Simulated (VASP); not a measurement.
Al3Cu2:

```
Al Cu
1.0
     4.09195    0.00000    0.00000
    -2.04598    3.54373    0.00000
     0.00000    0.00000    4.99278
Al Cu
3 2
Direct
  0.00000 0.00000 0.00000
  0.33333 0.66667 0.34993
  0.66667 0.33333 0.65007
  0.33333 0.66667 0.83951
  0.66667 0.33333 0.16049
```

Base run:

- Program: VASP 6.6.1
- Functional: PBEsol
- Potentials or basis: VASP PAW PBE potentials, release 64 (Al, Cu)
- Cutoff: 520 eV
- k mesh: 12 × 12 × 8
- Occupations: fermi-dirac, width 0.05 eV
- Spin: no spin polarisation

Its results: pressure 0.8 GPa; largest force 0.062 eV/Å.

The run is repeated on the same cell with these changes: occupations from fermi-dirac, width 0.05 eV to gaussian, width 0.02 eV. What comes out?

Pressure -1.2 GPa; largest force 0.056 eV/Å.

Caveats: the PAW data sets were made with another functional, which shifts forces and pressure a little.
